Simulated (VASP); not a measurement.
A run of VASP 6.6.1:

Contents of INCAR:

```
PREC = Accurate
ENCUT = 520
EDIFF = 1E-6
ISMEAR = 0
SIGMA = 0.15
LREAL = F
LASPH = T
NELM = 60
ALGO = Fast
ISIF = 2
LWAVE = F
LCHARG = F
GGA = PS
NBANDS = 11
```

KPOINTS

```
regular mesh
0
Gamma
  24 24 24
```

Contents of POSCAR:

```
Pt
1.0
   -1.4114506192      1.4114506192      1.9957911756
    1.4114506192     -1.4114506192      1.9957911756
    1.4114506192      1.4114506192     -1.9957911756
Pt
1
Direct
    0.0000000000      0.0000000000      0.0000000000
```

Potentials or basis: VASP PAW PBE potentials, release 64 (Pt).

Launch:

```sh
$ cat potpaw_PBE.64/Pt/POTCAR > POTCAR
$ mpirun -np 1 vasp_std > vasp.out
```

Hardware: 1 thread of Intel Xeon 8259CL (shared host).

Question: How long does it take, and how much memory?

Answer: It took 4.5 min on 1 thread of Intel Xeon 8259CL (shared host), peak memory 0.31 GiB. Counts: scf iterations 12, k points 1063.
